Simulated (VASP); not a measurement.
# Ag in VASP: a series of runs, part 3 of 3

VASP 6.6.1. Earlier steps stand in the parts before.

## Step 5: Single point, r2SCAN

File POSCAR:

```
Ag
1.0
    2.9020758515      0.0000000000      0.0000000000
   -1.4510379258      2.5132714111      0.0000000000
    0.0000000000      0.0000000000     24.4781400414
Ag
5
Direct
    0.6666666667      0.3333333333      0.3071825896
    0.3333333333      0.6666666667      0.4041754865
    0.0000000000      0.0000000000      0.4999999991
    0.6666666667      0.3333333333      0.5958245093
    0.3333333333      0.6666666667      0.6928174155
```

File INCAR.step1:

```
SYSTEM = Ag
PREC     = Accurate       ! precision mode
ENCUT    = 520            ! plane-wave cutoff, eV
ISMEAR   = 0              ! smearing method
SIGMA    = 0.1            ! smearing width, eV
LREAL    = .FALSE.        ! projectors in reciprocal space
LASPH    = .TRUE.         ! aspherical terms in the spheres
NELM     = 60             ! most SCF steps
LDIPOL   = .TRUE.       
IDIPOL   = 3            
DIPOL    = 0.5 0.5 0.500
NBANDS   = 36             ! bands
GGA      = PE             ! functional
ALGO     = Normal         ! electronic algorithm
EDIFF    = 1E-4           ! SCF threshold, eV
LWAVE    = .TRUE.         ! write WAVECAR
LCHARG   = .FALSE.        ! write CHGCAR
```

File INCAR.step2:

```
SYSTEM = Ag
PREC     = Accurate       ! precision mode
ENCUT    = 520            ! plane-wave cutoff, eV
EDIFF    = 1E-6           ! SCF threshold, eV
ISMEAR   = 0              ! smearing method
SIGMA    = 0.1            ! smearing width, eV
LREAL    = .FALSE.        ! projectors in reciprocal space
LASPH    = .TRUE.         ! aspherical terms in the spheres
NELM     = 60             ! most SCF steps
ALGO     = Normal         ! electronic algorithm
ISIF     = 2              ! what is computed and relaxed
LWAVE    = .FALSE.        ! write WAVECAR
LCHARG   = .FALSE.        ! write CHGCAR
LDIPOL   = .TRUE.       
IDIPOL   = 3            
DIPOL    = 0.5 0.5 0.500
METAGGA  = R2SCAN         ! meta-GGA
LMIXTAU  = .TRUE.       
NBANDS   = 36             ! bands
ISTART   = 1
```

File KPOINTS:

```
regular mesh
0
G
  12 12 1
  0 0 0
```

Potentials or basis: VASP PAW PBE potentials, release 64 (Ag).

Started as:

```bash
> cat potpaw_PBE.64/Ag/POTCAR > POTCAR
> cp INCAR.step1 INCAR
> mpirun -np 1 vasp_std > vasp.out
> cp INCAR.step2 INCAR
> mpirun -np 1 vasp_std > vasp.out
```

OUTCAR:

```text
SYSTEM = Ag
   PREC = Accurate
   ENCUT = 520
   EDIFF = 1E-6
   ISMEAR = 0
   LREAL = .FALSE.
   LASPH = .TRUE.
   NELM = 60
   ISIF = 2
   METAGGA = R2SCAN
   ISTART = 1

 ion  position               nearest neighbor table
   1  0.667  0.333  0.307-   2 2.91   2 2.91   2 2.91
   2  0.333  0.667  0.404-   3 2.88   3 2.88   3 2.88   1 2.91   1 2.91   1 2.91
   3  0.000  0.000  0.500-   4 2.88   4 2.88   4 2.88   2 2.88   2 2.88   2 2.88
   4  0.667  0.333  0.596-   3 2.88   3 2.88   3 2.88   5 2.91   5 2.91   5 2.91
   5  0.333  0.667  0.693-   4 2.91   4 2.91   4 2.91

  LATTYP: Found a hexagonal cell.
 ALAT       =     2.9020758515
 C/A-ratio  =     8.4347002952

  Lattice vectors:

 A1 = (   2.9020758515,   0.0000000000,   0.0000000000)
 A2 = (  -1.4510379258,   2.5132714111,   0.0000000000)
 A3 = (   0.0000000000,   0.0000000000,  24.4781400414)

Analysis of symmetry for initial positions (statically):
=====================================================================
 Subroutine PRICEL returns:
 Original cell was already a primitive cell.

 Routine SETGRP: Setting up the symmetry group for a
 hexagonal supercell.

 Subroutine GETGRP returns: Found 12 space group operations
 (whereof 12 operations were pure point group operations)
 out of a pool of 24 trial point group operations.

The static configuration has the point symmetry D_3d.

Analysis of symmetry for dynamics (positions and initial velocities):
=====================================================================
 Subroutine PRICEL returns:
 Original cell was already a primitive cell.

 Routine SETGRP: Setting up the symmetry group for a
 hexagonal supercell.

 Subroutine GETGRP returns: Found 12 space group operations
 (whereof 12 operations were pure point group operations)
 out of a pool of 24 trial point group operations.

The dynamic configuration has the point symmetry D_3d.
[... 122 lines left out ...]
  Thomas-Fermi vector in A             =   2.242147
   LORBIT       =      0    0 simple, 1 ext, 2 COOP (PROOUT), +10 PAW based schemes
   METAGGA = R2SCAN    functional components
   LHFCALC =     F    Hartree Fock is set to
   AEXX    =    0.0000 exact exchange contribution
   IVDW    =     0    specifies the selected vdW correction
   LEPSILON=     F    determine dielectric tensor
   LRPA    =     F    only Hartree local field effects (RPA)
 non-spin polarized calculation
 Gauss-broadening in eV      SIGMA  =   0.10
  energy-cutoff  :      520.00
  volume of cell :      178.54
 maximum number of plane-waves:      4879
 NGX is ok and might be reduce to    24
   NGX = 11   NGY = 11   NGZ = 91

 number of electron      54.9999992 magnetization

 dipolmoment           0.000000      0.000000      0.000000 electrons x Angstroem

 Free energy of the ion-electron system (eV)
  ---------------------------------------------------
  ext. energy  EPLUGINS =         0.00000000
  ---------------------------------------------------
  free energy    TOTEN  =      -105.93372746 eV

  energy without entropy =     -105.92605179  energy(sigma->0) =     -105.92988962

 E-fermi :   1.7311     XC(G=0):  -6.8267

 val. band max:        1.6544542844   @ k =   0.2500   0.0833   0.0000
 cond. band min:       1.7909590859   @ k =   0.5000   0.0000   0.0000
 fundamental gap:      0.1365048015
 Fermi energy:         1.7311444554

 k-point     1 :       0.0000    0.0000    0.0000
  band No.  band energies     occupation
      1      -5.8733      2.00000
      2      -5.2037      2.00000
      3      -4.8494      2.00000
      4      -4.6430      2.00000
      5      -4.5793      2.00000
      6      -3.3568      2.00000
[... 730 lines left out ...]
     35       8.2299      0.00000
     36       8.5445      0.00000

------------------------ aborting loop because EDIFF is reached ----------------------------------------

 vacuum level on the upper side and lower side of the slab       (xc-potential included)        -0.040        -0.040

  FORCE on cell =-STRESS in cart. coord.  units (eV):
  Direction    XX          YY          ZZ          XY          YZ          ZX
  --------------------------------------------------------------------------------------
  -------------------------------------------------------------------------------------
  Total       -0.8949716     -0.8949716      0.0570204      0.0000000      0.0000000      0.0000000
  in kB       -8.0314376     -8.0314376      0.5116987      0.0000000      0.0000000      0.0000000
  external PRESSURE =      -5.1837255 kB  Pullay stress =       0.0000000 kB

 VOLUME and BASIS-vectors are now :
 -----------------------------------------------------------------------------
  energy-cutoff  :      520.00
  volume of cell :      178.54
      direct lattice vectors                 reciprocal lattice vectors
     2.902075851  0.000000000  0.000000000     0.344580931  0.198943894  0.000000000
    -1.451037926  2.513271411  0.000000000     0.000000000  0.397887787  0.000000000
     0.000000000  0.000000000 24.478140041     0.000000000  0.000000000  0.040852777

 POSITION                                       TOTAL-FORCE (eV/Angst)
 -----------------------------------------------------------------------------------
      1.45104      0.83776      7.51926         0.000000     -0.000000     -0.007045
     -0.00000      1.67551      9.89346        -0.000000      0.000000     -0.004920
      0.00000      0.00000     12.23907         0.000000      0.000000      0.000000
      1.45104      0.83776     14.58468         0.000000     -0.000000      0.004920
     -0.00000      1.67551     16.95888         0.000000      0.000000      0.007045
 -----------------------------------------------------------------------------------
    total drift:                               -0.000000      0.000000      0.000002

  FREE ENERGIE OF THE ION-ELECTRON SYSTEM (eV)
  ---------------------------------------------------
  free  energy   TOTEN  =      -105.9337274626 eV

  energy  without entropy=     -105.9260517868  energy(sigma->0) =     -105.92988962

 vacuum level on the upper side and lower side of the slab         6.133         6.133
```

It took 12 min on 1 thread of Intel Xeon 6975P-C (Granite Rapids), shared host; peak memory 0.4 GiB.

What came out:

```
Free energy            : -105.9337 eV
Largest force          : 0.007 eV/Å
Band gap on the k mesh : zero (an odd number of electrons rules out a gap without spin polarisation)
```

Forces in eV/Å, atoms in the order of the input:
```
Ag   0.000  0.000 -0.007
Ag   0.000  0.000 -0.005
Ag   0.000  0.000  0.000
Ag   0.000  0.000  0.005
Ag   0.000  0.000  0.007
```

Levels at points of the mesh, in eV from the Fermi level:
```
           k point  band 25  band 26  band 27  band 28  band 29  band 30  band 31  band 32
(0.00, 0.00, 0.00)    -3.51    -3.51    -3.29    -3.29    -2.83    -0.70     0.25     4.10
(0.50, 0.00, 0.00)    -3.01     0.06     0.70     1.20     1.54     1.74     3.98     4.55
```

Caveat: the PAW data sets were made with another functional, which shifts forces and pressure a little.

## Step 6: Single point, r2SCAN

File POSCAR:

```
Ag
1.0
    2.9020758515      0.0000000000      0.0000000000
   -1.4510379258      2.5132714111      0.0000000000
    0.0000000000      0.0000000000     24.4781400414
Ag
5
Direct
    0.6666666667      0.3333333333      0.3063958286
    0.3333333333      0.6666666667      0.4031979143
    0.0000000000      0.0000000000      0.5000000000
    0.6666666667      0.3333333333      0.5968020857
    0.3333333333      0.6666666667      0.6936041714
```

File INCAR.step1:

```
PREC = Accurate
ENCUT = 520
ISMEAR = 0
SIGMA = 0.1
LREAL = False
LASPH = True
NELM = 80
NBANDS = 36
GGA = PE
ALGO = Normal
EDIFF = 1E-4
LWAVE = True
LCHARG = False
```

File INCAR.step2:

```
PREC = Accurate
ENCUT = 520
EDIFF = 1E-6
ISMEAR = 0
SIGMA = 0.1
LREAL = False
LASPH = True
NELM = 80
ALGO = Normal
ISIF = 2
LWAVE = False
LCHARG = True
METAGGA = R2SCAN
LMIXTAU = True
LELF = True
LVHAR = True
NBANDS = 36
ISTART = 1
```

File KPOINTS:

```
Automatic mesh
0
Gamma
  12 12 1
```

Potentials or basis: VASP PAW PBE potentials, release 64 (Ag).

Started as:

```bash
> cat potpaw_PBE.64/Ag/POTCAR > POTCAR
> cp INCAR.step1 INCAR
> mpirun -np 1 vasp_std > vasp.out
> cp INCAR.step2 INCAR
> mpirun -np 1 vasp_std > vasp.out
```

Run time: 10 min. Hardware: 1 thread of Intel Xeon 6975P-C (Granite Rapids), shared host; peak memory 0.4 GiB.

Results (log left out):

| Property | Result |
| --- | --- |
| Free energy | -105.9323 eV |
| Largest force | 0.082 eV/Å |
| Band gap on the k mesh | zero (an odd number of electrons rules out a gap without spin polarisation) |

Forces in eV/Å, atoms in the order of the input:
```
Ag   0.000  0.000 -0.017
Ag   0.000  0.000  0.082
Ag   0.000  0.000  0.000
Ag   0.000  0.000 -0.082
Ag   0.000  0.000  0.017
```

Levels at points of the mesh, in eV from the Fermi level:
```tsv
k point	band 24	band 25	band 26	band 27	band 28	band 29	band 30	band 31	band 32	band 33
(0.00, 0.00, 0.00)	-3.75	-3.50	-3.50	-3.30	-3.30	-2.83	-0.71	0.24	4.08	4.61
(0.50, 0.00, 0.00)	-3.03	-3.01	0.08	0.71	1.21	1.55	1.74	3.97	4.56	5.08
```

Caveat: the PAW data sets were made with another functional, which shifts forces and pressure a little.

## Step 7: Single point, r2SCAN

POSCAR is that of step 6.

File INCAR.step1:

```
SYSTEM = Ag
PREC     = Accurate       ! precision mode
ENCUT    = 520            ! plane-wave cutoff, eV
ISMEAR   = 0              ! smearing method
SIGMA    = 0.1            ! smearing width, eV
LREAL    = .False.        ! projectors in reciprocal space
LASPH    = .True.         ! aspherical terms in the spheres
NELM     = 100            ! most SCF steps
LDIPOL   = .True.       
IDIPOL   = 3            
DIPOL    = 0.5 0.5 0.500
NBANDS   = 36             ! bands
EFIELD   = 0.3          
GGA      = PE             ! functional
ALGO     = Normal         ! electronic algorithm
EDIFF    = 1E-4           ! SCF threshold, eV
LWAVE    = .True.         ! write WAVECAR
LCHARG   = .False.        ! write CHGCAR
```

File INCAR.step2:

```
SYSTEM = Ag
PREC     = Accurate       ! precision mode
ENCUT    = 520            ! plane-wave cutoff, eV
EDIFF    = 1E-6           ! SCF threshold, eV
ISMEAR   = 0              ! smearing method
SIGMA    = 0.1            ! smearing width, eV
LREAL    = .False.        ! projectors in reciprocal space
LASPH    = .True.         ! aspherical terms in the spheres
NELM     = 100            ! most SCF steps
ALGO     = Normal         ! electronic algorithm
ISIF     = 2              ! what is computed and relaxed
LWAVE    = .False.        ! write WAVECAR
LCHARG   = .False.        ! write CHGCAR
LDIPOL   = .True.       
IDIPOL   = 3            
DIPOL    = 0.5 0.5 0.500
METAGGA  = R2SCAN         ! meta-GGA
LMIXTAU  = .True.       
NBANDS   = 36             ! bands
EFIELD   = 0.3          
ISTART   = 1
```

File KPOINTS:

```
Automatic mesh
0
Gamma
  12 12 1
  0 0 0
```

Started as:

```bash
> cat potpaw_PBE.64/Ag/POTCAR > POTCAR
> cp INCAR.step1 INCAR
> mpirun -np 1 vasp_std > vasp.out
> cp INCAR.step2 INCAR
> mpirun -np 1 vasp_std > vasp.out
```

Wall time 20 min (1 thread of Intel Xeon 6975P-C (Granite Rapids), shared host); peak memory 0.4 GiB.

The run converged. Its results:

| Quantity | Value |
| --- | --- |
| Free energy | -105.9555 eV |
| Largest force | 0.087 eV/Å |
| Band gap on the k mesh | zero (an odd number of electrons rules out a gap without spin polarisation) |

Forces in eV/Å, atoms in the order of the input:
```
Ag   0.000  0.000 -0.012
Ag   0.000  0.000  0.077
Ag   0.000  0.000 -0.002
Ag   0.000  0.000 -0.087
Ag   0.000  0.000  0.024
```

Levels at points of the mesh, in eV from the Fermi level:
| k point | band 24 | band 25 | band 26 | band 27 | band 28 | band 29 | band 30 | band 31 | band 32 | band 33 |
| --- | --- | --- | --- | --- | --- | --- | --- | --- | --- | --- |
| (0.00, 0.00, 0.00) | -3.75 | -3.50 | -3.50 | -3.30 | -3.30 | -2.83 | -0.72 | 0.24 | 3.57 | 4.71 |
| (0.50, 0.00, 0.00) | -3.03 | -3.01 | 0.08 | 0.71 | 1.21 | 1.55 | 1.74 | 3.97 | 4.55 | 5.08 |

Caveat: the PAW data sets were made with another functional, which shifts forces and pressure a little.

## Step 8: Summary

```tsv
cell	k mesh	dipole correction	electric field (eV/Å)	gap on the mesh (eV)	largest force (eV/Å)
a = 2.902, b = 2.902, c = 24.478 Å, angles 90.0, 90.0, 120.0°, 5 atoms, atomic positions A	2 × 2 × 1	yes	-	none	0.26
a = 2.902, b = 2.902, c = 19.478 Å, angles 90.0, 90.0, 120.0°, 5 atoms, atomic positions A	12 × 12 × 1	yes	-	none	0.08
a = 2.902, b = 2.902, c = 24.478 Å, angles 90.0, 90.0, 120.0°, 5 atoms, atomic positions A	12 × 12 × 1	yes	-	none	0.08
a = 2.902, b = 2.902, c = 24.478 Å, angles 90.0, 90.0, 120.0°, 5 atoms, atomic positions B	12 × 12 × 1	yes	-	none	0.01
a = 2.902, b = 2.902, c = 24.478 Å, angles 90.0, 90.0, 120.0°, 5 atoms, atomic positions A	12 × 12 × 1	no	-	none	0.08
a = 2.902, b = 2.902, c = 24.478 Å, angles 90.0, 90.0, 120.0°, 5 atoms, atomic positions A	12 × 12 × 1	yes	0.3 eV/Å	none	0.09
```

Alike in all rows: task single point; level r2SCAN; potentials or basis VASP PAW PBE potentials, release 64 (Ag); no spin polarisation; cutoff (eV) 520; smearing gaussian 0.1 eV.

Caveats: some runs use coarse meshes; the PAW data sets were made with another functional, which shifts forces and pressure a little.

Absolute energies hang on the potentials; compare differences alone.
